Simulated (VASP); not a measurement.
# FeSb (P6_3/mmc) in VASP: further runs

Runs on FeSb. Level: LDA. Tasks: single point.

Everything below comes from runs of VASP 6.6.1. Logs are shortened: lines on timing, memory, paths and dates and some standing lists are left out, and cuts for length are marked.

### Step 1. The cell of the first run

The structure is hexagonal, space group P6_3/mmc (No. 194). Conventional cell: a = 4.060 Å, b = 4.060 Å, c = 5.130 Å, α = 90.00°, β = 90.00°, γ = 120.00°. Within 3.4 Å of Fe (site symmetry -3m) lie 2 Fe at 2.56 Å and 6 Sb at 2.67 Å. Within 3.5 Å of Sb (site symmetry -6m2) lie 6 Fe at 2.67 Å and 6 Sb at 3.47 Å.

### Step 2. Single point, LDA, collinear spin, ferromagnetic start

File INCAR:

```
SYSTEM = FeSb
PREC = Accurate
ENCUT = 520
EDIFF = 1E-6
ISMEAR = -1
SIGMA = 0.1
LREAL = .FALSE.
LASPH = .TRUE.
NELM = 150
ALGO = Normal
ISIF = 2
LWAVE = .FALSE.
LCHARG = .FALSE.
ISPIN = 2
MAGMOM = 1.56 1.56 0 0
LORBIT = 11
NUPDOWN = 3.12
LMAXMIX = 4
NBANDS = 25
```

File KPOINTS:

```
regular mesh
0
G
  8 8 6
  0 0 0
```

File POSCAR:

```
FeSb
1.0
    4.0600000000      0.0000000000      0.0000000000
   -2.0300000000      3.5160631394      0.0000000000
    0.0000000000      0.0000000000      5.1300000000
Fe Sb
2 2
Direct
    0.0000000000      0.0000000000      0.0000000000
    0.0000000000      0.0000000000      0.5000000000
    0.3333333333      0.6666666667      0.2500000000
    0.6666666667      0.3333333333      0.7500000000
```

Potentials or basis: VASP PAW LDA potentials, release 64 (Fe, Sb).

Command:

```sh
cat potpaw_LDA.64/Fe/POTCAR potpaw_LDA.64/Sb/POTCAR > POTCAR
mpirun -np 1 vasp_std > vasp.out
```

OUTCAR:

```text
SYSTEM = FeSb
   PREC = Accurate
   ENCUT = 520
   EDIFF = 1E-6
   ISMEAR = -1
   LREAL = .FALSE.
   LASPH = .TRUE.
   NELM = 150
   ISIF = 2
   ISPIN = 2
   LORBIT = 11
   NUPDOWN = 3.12

 ion  position               nearest neighbor table
   1  0.000  0.000  0.000-   2 2.56   2 2.56   4 2.67   3 2.67   4 2.67   3 2.67   4 2.67   3 2.67

   2  0.000  0.000  0.500-   1 2.56   1 2.56   4 2.67   3 2.67   4 2.67   3 2.67   4 2.67   3 2.67

   3  0.333  0.667  0.250-   1 2.67   2 2.67   1 2.67   2 2.67   1 2.67   2 2.67   4 3.47   4 3.47
                             4 3.47   4 3.47   4 3.47   4 3.47
   4  0.667  0.333  0.750-   1 2.67   2 2.67   1 2.67   2 2.67   1 2.67   2 2.67   3 3.47   3 3.47
                             3 3.47   3 3.47   3 3.47   3 3.47

  LATTYP: Found a hexagonal cell.
 ALAT       =     4.0600000000
 C/A-ratio  =     1.2635467980

  Lattice vectors:

 A1 = (   4.0600000000,   0.0000000000,   0.0000000000)
 A2 = (  -2.0300000000,   3.5160631394,   0.0000000000)
 A3 = (   0.0000000000,   0.0000000000,   5.1300000000)

Analysis of symmetry for initial positions (statically):
=====================================================================
 Subroutine PRICEL returns:
 Original cell was already a primitive cell.

 Routine SETGRP: Setting up the symmetry group for a
 hexagonal supercell.

 Subroutine GETGRP returns: Found 24 space group operations
 (whereof 12 operations were pure point group operations)
 out of a pool of 24 trial point group operations.

The static configuration has the point symmetry D_3d.
 The point group associated with its full space group is D_6h.

Analysis of symmetry for dynamics (positions and initial velocities):
=====================================================================
 Subroutine PRICEL returns:
 Original cell was already a primitive cell.

 Routine SETGRP: Setting up the symmetry group for a
 hexagonal supercell.

 Subroutine GETGRP returns: Found 24 space group operations
 (whereof 12 operations were pure point group operations)
 out of a pool of 24 trial point group operations.

The dynamic configuration has the point symmetry D_3d.
 The point group associated with its full space group is D_6h.

Analysis of structural, dynamic, and magnetic symmetry:
=====================================================================
 Subroutine PRICEL returns:
 Original cell was already a primitive cell.

 Routine SETGRP: Setting up the symmetry group for a
 hexagonal supercell.

 Subroutine GETGRP returns: Found 24 space group operations
 (whereof 12 operations were pure point group operations)
 out of a pool of 24 trial point group operations.

The overall configuration has the point symmetry D_3d.
 The point group associated with its full space group is D_6h.

 Subroutine INISYM returns: Found 24 space group operations
 (whereof 12 operations are pure point group operations),
 and found     1 'primitive' translations

----------------------------------------------------------------------------------------

                                     Primitive cell

  volume of cell :      73.2319

  direct lattice vectors                    reciprocal lattice vectors
     4.060000000  0.000000000  0.000000000     0.246305419  0.142204500  0.000000000
    -2.030000000  3.516063139  0.000000000     0.000000000  0.284409000  0.000000000
     0.000000000  0.000000000  5.130000000     0.000000000  0.000000000  0.194931774

  length of vectors
     4.060000000  4.060000000  5.130000000     0.284409000  0.284409000  0.194931774

  position of ions in fractional coordinates (direct lattice)
     0.000000000  0.000000000  0.000000000
     0.000000000  0.000000000  0.500000000
     0.333333333  0.666666667  0.250000000
     0.666666667  0.333333333  0.750000000

  ion indices of the primitive-cell ions
   primitive index   ion index
                 1           1
                 2           2
                 3           3
                 4           4

----------------------------------------------------------------------------------------

 KPOINTS: regular mesh

Automatic generation of k-mesh.
 Grid dimensions read from file:
 generate k-points for:    8    8    6

 Generating k-lattice:

  Cartesian coordinates                     Fractional coordinates (reciprocal lattice)
     0.030788177  0.017775562  0.000000000     0.125000000  0.000000000  0.000000000
     0.000000000  0.035551125  0.000000000     0.000000000  0.125000000  0.000000000
     0.000000000  0.000000000  0.032488629     0.000000000  0.000000000  0.166666667

  Length of vectors
     0.035551125  0.035551125  0.032488629

  Shift w.r.t. Gamma in fractional coordinates (k-lattice)
     0.000000000  0.000000000  0.000000000

 Subroutine IBZKPT returns following result:
 ===========================================

 Found     40 irreducible k-points:

 Following reciprocal coordinates:
            Coordinates               Weight
  0.000000  0.000000  0.000000      1.000000
  0.125000  0.000000  0.000000      6.000000
  0.250000  0.000000  0.000000      6.000000
  0.375000  0.000000  0.000000      6.000000
  0.500000  0.000000  0.000000      3.000000
  0.125000  0.125000  0.000000      6.000000
[... 16 lines left out ...]
  0.250000  0.000000  0.333333     12.000000
  0.375000  0.000000  0.333333     12.000000
 [... further k-points ...]
   k-points           NKPTS =     40   k-points in BZ     NKDIM =     40   number of bands    NBANDS=     25
   number of dos      NEDOS =    301   number of ions     NIONS =      4
   total plane-waves  NPLWV =  36000
   dimension x,y,z NGX =    30 NGY =   30 NGZ =   40
   dimension x,y,z NGXF=    60 NGYF=   60 NGZF=   80
   ions per type =               2   2
   NGX,Y,Z   is equivalent  to a cutoff of  12.28, 12.28, 12.96 a.u.
   NGXF,Y,Z  is equivalent  to a cutoff of  24.57, 24.57, 25.93 a.u.
 SYSTEM =  FeSb
   PREC   = accura    normal or accurate (medium, high low for compatibility)
   ISTART =      0    job   : 0-new  1-cont  2-samecut
   ICHARG =      2    charge: 1-file 2-atom 10-const
   ISPIN  =      2    spin polarized calculation?
   LNONCOLLINEAR =      F non collinear calculations
   LSORBIT =      F    spin-orbit coupling
   LASPH  =      T    aspherical Exc in radial PAW
   ENCUT  =  520.0 eV  38.22 Ry    6.18 a.u.   7.55  7.55  9.54*2*pi/ulx,y,z
   NELM   =    150;   NELMIN=  2; NELMDL= -5     # of ELM steps
   EDIFF  = 0.1E-05   stopping-criterion for ELM
   LREAL  =      F    real-space projection
   EDIFFG = 0.1E-04   stopping-criterion for IOM
   NSW    =      0    number of steps for IOM
   IBRION =     -1    ionic relax: 0-MD 1-quasi-New 2-CG
   NFREE  =      0    steps in history (QN), initial steepest desc. (CG)
   ISIF   =      2    stress and relaxation
   ISYM   =      2    0-nonsym 1-usesym 2-fastsym
   POTIM  = 0.5000    time-step for ionic-motion
   TEBEG  =    0.0;   TEEND  =   0.0 temperature during run
   PSTRESS=    0.0 pullay stress
   NELECT =      26.0000    total number of electrons
   NUPDOWN=       3.1200    fix difference up-down
   EMIN   =  10.00;   EMAX   =-10.00  energy-range for DOS
   EFERMI =   0.00;   METHOD = LEGACY
   ISMEAR =    -1;   SIGMA  =   0.10  broadening in eV -4-tet -1-fermi 0-gaus
   EFERMI_NEDOS =   21; number of points for ismear=-14 and -15
   IALGO  =     38    algorithm
   IMIX   =      4    mixing-type and parameters
     AMIX     =   0.40;   BMIX     =  1.00
     AMIX_MAG =   1.60;   BMIX_MAG =  1.00
  volume/ion in A,a.u.               =      18.31       123.55
  Fermi-wavevector in a.u.,A,eV,Ry     =   1.159220  2.190608 18.283392  1.343791
  Thomas-Fermi vector in A             =   2.295815
   LORBIT       =     11    0 simple, 1 ext, 2 COOP (PROOUT), +10 PAW based schemes
   GGA     = CA    functional components
   LHFCALC =     F    Hartree Fock is set to
   AEXX    =    0.0000 exact exchange contribution
   IVDW    =     0    specifies the selected vdW correction
   LEPSILON=     F    determine dielectric tensor
   LRPA    =     F    only Hartree local field effects (RPA)
 spin polarized calculation
  energy-cutoff  :      520.00
  volume of cell :       73.23
 maximum number of plane-waves:      1995
   NGX = 15   NGY = 15   NGZ = 19

 number of electron      26.0000009 magnetization       3.1200003

 Free energy of the ion-electron system (eV)
  ---------------------------------------------------
  ext. energy  EPLUGINS =         0.00000000
  ---------------------------------------------------
  free energy    TOTEN  =       -28.16897757 eV

  energy without entropy =      -28.01378825  energy(sigma->0) =      -28.09138291

 E-fermi :   7.8197     XC(G=0): -11.4469

 val. band max:        7.8923195419   @ k =   0.1250   0.0000   0.1667
 cond. band min:       7.8201685193   @ k =   0.5000   0.0000   0.0000
 fundamental gap:     -0.0721510226
 Fermi energy:         7.9505203762

 spin component 1

 k-point     1 :       0.0000    0.0000    0.0000
  band No.  band energies     occupation
      1      -4.4164      1.00000
      2      -0.1369      1.00000
      3       2.3143      1.00000
      4       4.0942      1.00000
      5       4.0942      1.00000
      6       4.8746      1.00000
[... 661 lines left out ...]
     24      17.9556      0.00000
     25      18.4449      0.00000

 [... further k-points ...]

 spin component 2

 k-point     1 :       0.0000    0.0000    0.0000
  band No.  band energies     occupation
      1      -4.3863      1.00000
      2      -0.1466      1.00000
      3       2.4873      1.00000
      4       4.7360      1.00000
      5       4.7360      1.00000
      6       5.8617      1.00000
[... 661 lines left out ...]
     24      18.1193      0.00000
     25      18.6287      0.00000

 [... further k-points ...]

------------------------ aborting loop because EDIFF is reached ----------------------------------------

  FORCE on cell =-STRESS in cart. coord.  units (eV):
  Direction    XX          YY          ZZ          XY          YZ          ZX
  --------------------------------------------------------------------------------------
  -------------------------------------------------------------------------------------
  Total       -5.1530901     -5.1530901     -5.8593945      0.0000000     -0.0000000      0.0000000
  in kB     -112.7400577   -112.7400577   -128.1926881      0.0000000     -0.0000000      0.0000000
  external PRESSURE =    -117.8909345 kB  Pullay stress =       0.0000000 kB

 VOLUME and BASIS-vectors are now :
 -----------------------------------------------------------------------------
  energy-cutoff  :      520.00
  volume of cell :       73.23
      direct lattice vectors                 reciprocal lattice vectors
     4.060000000  0.000000000  0.000000000     0.246305419  0.142204500  0.000000000
    -2.030000000  3.516063139  0.000000000     0.000000000  0.284409000  0.000000000
     0.000000000  0.000000000  5.130000000     0.000000000  0.000000000  0.194931774

 POSITION                                       TOTAL-FORCE (eV/Angst)
 -----------------------------------------------------------------------------------
      0.00000      0.00000      0.00000        -0.000000     -0.000000     -0.000000
      0.00000      0.00000      2.56500        -0.000000     -0.000000     -0.000000
     -0.00000      2.34404      1.28250         0.000000     -0.000000     -0.000000
      2.03000      1.17202      3.84750        -0.000000      0.000000      0.000000
 -----------------------------------------------------------------------------------
    total drift:                                0.000000      0.000000     -0.000000

  FREE ENERGIE OF THE ION-ELECTRON SYSTEM (eV)
  ---------------------------------------------------
  free  energy   TOTEN  =       -28.1689775718 eV

  energy  without entropy=      -28.0137882514  energy(sigma->0) =      -28.09138291

 total charge

# of ion       s       p       d       tot
------------------------------------------
    1        0.403   0.429   6.391   7.222
    2        0.403   0.429   6.391   7.222
    3        1.130   1.249   0.074   2.452
    4        1.130   1.249   0.074   2.452
--------------------------------------------------
tot          3.064   3.355  12.931  19.350

 magnetization (x)

# of ion       s       p       d       tot
------------------------------------------
    1        0.011   0.011   1.590   1.613
    2        0.011   0.011   1.590   1.613
    3        0.001  -0.054  -0.001  -0.053
    4        0.001  -0.054  -0.001  -0.053
--------------------------------------------------
tot          0.025  -0.084   3.179   3.119
```

It took 2.5 min on 1 thread of Intel Xeon 6975P-C (Granite Rapids), shared host; peak memory 0.24 GiB.

Results:

- Free energy: -28.1690 eV
- Pressure: -11.8 GPa
- Net moment: 3.12 μB per cell
- Site moments: Fe +1.61; Sb -0.05 μB
- Valence electrons inside the program's atomic spheres: Fe 7.22; Sb 2.45

Stress tensor (GPa, compression positive):
```
-11.27   0.00   0.00
  0.00 -11.27   0.00
  0.00   0.00 -12.82
```

Caveat: the cell stands under tension; spin-orbit coupling is left out, which moves the levels of the heavy elements; the total moment is fixed, so each spin has its own Fermi level and the state may be an excited one; the run started ferromagnetic, and an antiferromagnetic order may lie lower in energy.

[end of part 1 of 2]
